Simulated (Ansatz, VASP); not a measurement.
SiC: VASP beside Ansatz

```
CELL_PARAMETERS angstrom
3.07536 0.00000 0.00000
-1.53768 2.66334 0.00000
0.00000 0.00000 5.04811
ATOMIC_POSITIONS crystal
Si 0.33333 0.66667 0.49959
Si 0.66667 0.33333 0.99959
C 0.33333 0.66667 0.87541
C 0.66667 0.33333 0.37541
```

Alike in both runs: task single point; functional r2SCAN; k mesh 12 × 12 × 6; no spin polarisation.

|  | VASP | Ansatz |
| --- | --- | --- |
| version | VASP 6.6.1 | Ansatz 0.2.0 |
| potentials or method | VASP PAW PBE potentials, release 64 (Si, C) | plane waves, PAW |
| plane-wave cutoff (eV) | 520 | 500 |
| occupations | gaussian, width 0.01 eV | fixed |
| valence electrons in the cell | 16 | 16 |

```csv
,VASP,Ansatz,Ansatz less VASP
gap on the k mesh at the Fermi level (eV),2.66,2.65,-0.007
pressure (GPa),-0.2,0.0,+0.18
```

VASP's potentials were made for PBE, not for r2SCAN.
